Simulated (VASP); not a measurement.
# InP (F-43m) in VASP: single point with r2SCAN

Aim: the single point of InP with r2SCAN.

Everything below comes from runs of VASP 6.6.1. Logs are shortened: lines on timing, memory, paths and dates and some standing lists are left out, and cuts for length are marked.

## 1. The cell of the first run

The structure is cubic, space group F-43m (No. 216). The conventional cell has a = 5.869 Å, b = 5.869 Å, c = 5.869 Å, α = 90.00°, β = 90.00°, γ = 90.00°. In (site symmetry -43m) has 4 P at 2.54 Å within 3.4 Å. P (site symmetry -43m) has 4 In at 2.54 Å within 3.4 Å.

## 2. Single point, r2SCAN, non-collinear spin, zero start, spin-orbit coupling

POSCAR

```
InP
1.0
    0.0000000000      2.9343500000      2.9343500000
    2.9343500000      0.0000000000      2.9343500000
    2.9343500000      2.9343500000      0.0000000000
In P
1 1
Direct
    0.0000000000      0.0000000000      0.0000000000
    0.2500000000      0.2500000000      0.2500000000
```

INCAR.step1

```
SYSTEM = InP
ALGO     = Normal         ! electronic algorithm
EDIFF    = 1E-4           ! SCF threshold, eV
ENCUT    = 520            ! plane-wave cutoff, eV
GGA      = PE             ! functional
GGA_COMPAT= .False.      
ISMEAR   = 0              ! smearing method
LASPH    = .True.         ! aspherical terms in the spheres
LCHARG   = .False.        ! write CHGCAR
LNONCOLLINEAR= .True.         ! non-collinear magnetism
LREAL    = .False.        ! projectors in reciprocal space
LSORBIT  = .True.         ! spin-orbit coupling
LWAVE    = .True.         ! write WAVECAR
MAGMOM   = 0 0 0 0 0 0    ! initial moments
NBANDS   = 30             ! bands
NELM     = 150            ! most SCF steps
PREC     = Accurate       ! precision mode
SIGMA    = 0.01           ! smearing width, eV
```

INCAR.step2

```
SYSTEM = InP
ALGO     = Normal         ! electronic algorithm
EDIFF    = 1E-7           ! SCF threshold, eV
ENCUT    = 520            ! plane-wave cutoff, eV
GGA_COMPAT= .False.      
ISIF     = 2              ! what is computed and relaxed
ISMEAR   = 0              ! smearing method
ISTART   = 1            
LASPH    = .True.         ! aspherical terms in the spheres
LCHARG   = .False.        ! write CHGCAR
LMIXTAU  = .True.       
LNONCOLLINEAR= .True.         ! non-collinear magnetism
LORBIT   = 11             ! projections on sites
LORBMOM  = .True.       
LREAL    = .False.        ! projectors in reciprocal space
LSORBIT  = .True.         ! spin-orbit coupling
LWAVE    = .False.        ! write WAVECAR
MAGMOM   = 0 0 0 0 0 0    ! initial moments
METAGGA  = R2SCAN         ! meta-GGA
NBANDS   = 30             ! bands
NELM     = 150            ! most SCF steps
PREC     = Accurate       ! precision mode
SIGMA    = 0.01           ! smearing width, eV
```

KPOINTS

```
k-points
0
Gamma
  10 10 10
  0 0 0
```

Potentials or basis: VASP PAW PBE potentials, release 64 (In_d, P).

Command:

```sh
cat potpaw_PBE.64/In_d/POTCAR potpaw_PBE.64/P/POTCAR > POTCAR
cp INCAR.step1 INCAR
mpirun -np 1 vasp_ncl > vasp.out
cp INCAR.step2 INCAR
mpirun -np 1 vasp_ncl > vasp.out
```

OUTCAR:

```text
SYSTEM = InP
   EDIFF = 1E-7
   ENCUT = 520
   ISIF = 2
   ISMEAR = 0
   ISTART = 1
   LASPH = .True.
   LNONCOLLINEAR = .True.
   LORBIT = 11
   LREAL = .False.
   LSORBIT = .True.
   METAGGA = R2SCAN
   NELM = 150
   PREC = Accurate

 ion  position               nearest neighbor table
   1  0.000  0.000  0.000-   2 2.54   2 2.54   2 2.54   2 2.54
   2  0.250  0.250  0.250-   1 2.54   1 2.54   1 2.54   1 2.54

  LATTYP: Found a face centered cubic cell.
 ALAT       =     5.8687000000

  Lattice vectors:

 A1 = (   0.0000000000,   2.9343500000,   2.9343500000)
 A2 = (   2.9343500000,   0.0000000000,   2.9343500000)
 A3 = (   2.9343500000,   2.9343500000,   0.0000000000)

Analysis of symmetry for initial positions (statically):
=====================================================================
 Subroutine PRICEL returns:
 Original cell was already a primitive cell.

 Routine SETGRP: Setting up the symmetry group for a
 face centered cubic supercell.

 Subroutine GETGRP returns: Found 24 space group operations
 (whereof 24 operations were pure point group operations)
 out of a pool of 48 trial point group operations.

The static configuration has the point symmetry T_d .

Analysis of symmetry for dynamics (positions and initial velocities):
=====================================================================
 Subroutine PRICEL returns:
 Original cell was already a primitive cell.

 Routine SETGRP: Setting up the symmetry group for a
 face centered cubic supercell.

 Subroutine GETGRP returns: Found 24 space group operations
 (whereof 24 operations were pure point group operations)
 out of a pool of 48 trial point group operations.

The dynamic configuration has the point symmetry T_d .

Analysis of structural, dynamic, and magnetic symmetry:
=====================================================================
 Subroutine PRICEL returns:
 Original cell was already a primitive cell.

 Routine SETGRP: Setting up the symmetry group for a
 face centered cubic supercell.

 Subroutine GETGRP returns: Found 24 space group operations
 (whereof 24 operations were pure point group operations)
 out of a pool of 48 trial point group operations.

The overall configuration has the point symmetry T_d .

 Subroutine INISYM returns: Found 24 space group operations
 (whereof 24 operations are pure point group operations),
 and found     1 'primitive' translations

----------------------------------------------------------------------------------------
[... 968 lines left out ...]
 -----------------------------------------------------------------------------------
    total drift:                               -0.000000     -0.000000     -0.000000

  FREE ENERGIE OF THE ION-ELECTRON SYSTEM (eV)
  ---------------------------------------------------
  free  energy   TOTEN  =       -32.3289447030 eV

  energy  without entropy=      -32.3289447030  energy(sigma->0) =      -32.32894470

 orbital moment (x)

 # of ion     p       d       tot
 ----------------------------------------
  1         0.000  -0.000   0.000
  2        -0.000   0.000  -0.000
 ----------------------------------------
            0.000  -0.000   0.000

 orbital moment (y)

 # of ion     p       d       tot
 ----------------------------------------
  1         0.000  -0.000   0.000
  2         0.000   0.000   0.000
 ----------------------------------------
            0.000  -0.000   0.000

 orbital moment (z)

 # of ion     p       d       tot
 ----------------------------------------
  1         0.000  -0.000  -0.000
  2         0.000   0.000   0.000
 ----------------------------------------
            0.000  -0.000  -0.000

 Spin-Orbit-Coupling matrix elements

 Ion:    1  E_soc:     -0.0677854
 l=   1
     0.0000000    -0.0049929    -0.0049929
    -0.0049929     0.0000000    -0.0049929
    -0.0049929    -0.0049929     0.0000000
 l=   2
     0.0000000    -0.0012926     0.0000000    -0.0012926    -0.0050121
    -0.0012926     0.0000000    -0.0037591    -0.0012926    -0.0012530
     0.0000000    -0.0037591     0.0000000    -0.0037591     0.0000000
    -0.0012926    -0.0012926    -0.0037591     0.0000000    -0.0012530
    -0.0050121    -0.0012530     0.0000000    -0.0012530     0.0000000
 l=   3
     0.0000000     0.0000000     0.0000000     0.0000000     0.0000000     0.0000000     0.0000000
     0.0000000     0.0000000     0.0000000     0.0000000     0.0000000     0.0000000     0.0000000
     0.0000000     0.0000000     0.0000000     0.0000000     0.0000000     0.0000000     0.0000000
     0.0000000     0.0000000     0.0000000     0.0000000     0.0000000     0.0000000     0.0000000
     0.0000000     0.0000000     0.0000000     0.0000000     0.0000000     0.0000000     0.0000000
     0.0000000     0.0000000     0.0000000     0.0000000     0.0000000     0.0000000     0.0000000
     0.0000000     0.0000000     0.0000000     0.0000000     0.0000000     0.0000000     0.0000000

 Ion:    2  E_soc:     -0.0010375
 l=   1
     0.0000000    -0.0001729    -0.0001729
    -0.0001729     0.0000000    -0.0001729
    -0.0001729    -0.0001729     0.0000000
 l=   2
     0.0000000     0.0000000     0.0000000     0.0000000     0.0000000
     0.0000000     0.0000000     0.0000000     0.0000000     0.0000000
     0.0000000     0.0000000     0.0000000     0.0000000     0.0000000
     0.0000000     0.0000000     0.0000000     0.0000000     0.0000000
     0.0000000     0.0000000     0.0000000     0.0000000     0.0000000
 l=   3
     0.0000000     0.0000000     0.0000000     0.0000000     0.0000000     0.0000000     0.0000000
     0.0000000     0.0000000     0.0000000     0.0000000     0.0000000     0.0000000     0.0000000
     0.0000000     0.0000000     0.0000000     0.0000000     0.0000000     0.0000000     0.0000000
     0.0000000     0.0000000     0.0000000     0.0000000     0.0000000     0.0000000     0.0000000
     0.0000000     0.0000000     0.0000000     0.0000000     0.0000000     0.0000000     0.0000000
     0.0000000     0.0000000     0.0000000     0.0000000     0.0000000     0.0000000     0.0000000
     0.0000000     0.0000000     0.0000000     0.0000000     0.0000000     0.0000000     0.0000000

 total charge

# of ion       s       p       d       tot
------------------------------------------
    1        0.817   0.802   9.903  11.522
    2        1.017   1.515   0.000   2.533
--------------------------------------------------
tot          1.834   2.317   9.903  14.055

 magnetization (x)

# of ion       s       p       d       tot
------------------------------------------
    1       -0.000   0.000   0.000   0.000
    2        0.000  -0.000   0.000  -0.000
--------------------------------------------------
tot          0.000  -0.000   0.000  -0.000

 magnetization (y)

# of ion       s       p       d       tot
------------------------------------------
    1        0.000   0.000   0.000   0.000
    2        0.000  -0.000   0.000  -0.000
--------------------------------------------------
tot          0.000  -0.000   0.000  -0.000

 magnetization (z)

# of ion       s       p       d       tot
------------------------------------------
    1       -0.000  -0.000  -0.000  -0.000
    2        0.000   0.000   0.000   0.000
--------------------------------------------------
tot          0.000   0.000  -0.000   0.000
```

OSZICAR.step1:

```text
N       E                     dE             d eps       ncg     rms          rms(c)
DAV:   1     0.159095014094E+03    0.15910E+03   -0.79937E+03  4392   0.137E+03
DAV:   2     0.914278415079E+01   -0.14995E+03   -0.14269E+03  4392   0.367E+02
DAV:   3    -0.801999528786E+01   -0.17163E+02   -0.16867E+02  5376   0.129E+02
DAV:   4    -0.879869330919E+01   -0.77870E+00   -0.77660E+00  5354   0.275E+01
DAV:   5    -0.883975420021E+01   -0.41061E-01   -0.41054E-01  6640   0.598E+00    0.572E+00
DAV:   6    -0.844473548106E+01    0.39502E+00   -0.53341E-01  6304   0.139E+01    0.334E+00
DAV:   7    -0.842223291654E+01    0.22503E-01   -0.25332E-01  6866   0.370E+00    0.140E+00
DAV:   8    -0.842148424228E+01    0.74867E-03   -0.18311E-02  6814   0.191E+00    0.792E-01
DAV:   9    -0.842218404438E+01   -0.69980E-03   -0.20404E-03  5066   0.310E-01    0.202E-01
DAV:  10    -0.842227989389E+01   -0.95850E-04   -0.97864E-04  6242   0.575E-01
   1 F= -.84222799E+01 E0= -.84222799E+01  d E =-.122617E-42  mag=    -0.0000     0.0000     0.0000
```

Run time: 25 min. Hardware: 1 thread of Intel Xeon Platinum 8259CL at 2.50GHz (Skylake/Cascade Lake), shared host; peak memory 0.46 GiB.

What came out:

```yaml
Free_energy: -32.3289 eV
Pressure: 1.3 GPa
Net_moment: 0.00 μB per cell
Valence_electrons_inside_the_program's_atomic_spheres: In 11.52; P 2.53
```

Moments on the atoms (μB; x, y, z):
```
In  0.00 0.00 0.00
P   0.00 0.00 0.00
```

Caveat: the PAW data sets were made with another functional, which shifts forces and pressure a little.
